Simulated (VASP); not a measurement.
Set up this calculation in VASP 6.6.1, as the native input.

* Task: single point
* Functional: RPBE
* Potentials or basis: VASP PAW PBE potentials, release 64 (Si)
* Cutoff: 520 eV
* k mesh: 15 × 15 × 4
* Occupations: fermi-dirac, width 0.1 eV
* Spin: no spin polarisation
* Dipole correction: no
* Further INCAR settings: ALGO = Normal; EDIFF = 1e-06; NBANDS = 16

The structure of Si lies in POSCAR:

```
Si
1.0
    2.6556091940      0.0000000000      0.0000000000
   -1.3278045970      2.2998250245      0.0000000000
    0.0000000000      0.0000000000      8.8088993694
Si
4
Direct
    0.0000000000      0.0000000000      0.0000000000
    0.0000000000      0.0000000000      0.5000000000
    0.3333333333      0.6666666667      0.2500000000
    0.6666666667      0.3333333333      0.7500000000
```

This isn't the form of Si at room conditions, which is diamond.

One way to write it, as run:

INCAR

```
SYSTEM = Si
PREC     = Accurate       ! precision mode
ENCUT    = 520            ! plane-wave cutoff, eV
EDIFF    = 1E-6           ! SCF threshold, eV
ISMEAR   = -1             ! smearing method
SIGMA    = 0.1            ! smearing width, eV
LREAL    = .FALSE.        ! projectors in reciprocal space
LASPH    = .TRUE.         ! aspherical terms in the spheres
NELM     = 80             ! most SCF steps
ALGO     = Normal         ! electronic algorithm
ISIF     = 2              ! what is computed and relaxed
LWAVE    = .FALSE.        ! write WAVECAR
LCHARG   = .FALSE.        ! write CHGCAR
GGA      = RP             ! functional
NBANDS   = 16             ! bands
```

KPOINTS

```
regular mesh
0
G
  15 15 4
  0 0 0
```

Potentials or basis: VASP PAW PBE potentials, release 64 (Si).

The run is started by

```bash
$ cat potpaw_PBE.64/Si/POTCAR > POTCAR
$ mpirun -np 1 vasp_std > vasp.out
```

Results of the run:

| Item | Value |
| --- | --- |
| Pressure | 7.6 GPa |
| Band gap on the k mesh | zero (bands 8 and 9 overlap by 13.21 eV) |

Caveat: the cell stands under pressure; the PAW data sets were made with another functional, which shifts forces and pressure a little.

Wall time 49 s on 1 thread of Intel(R) Xeon(R) Platinum 8375C CPU @ 2.90GHz (Ice Lake), with other jobs on the host, peak memory 0.19 GiB.
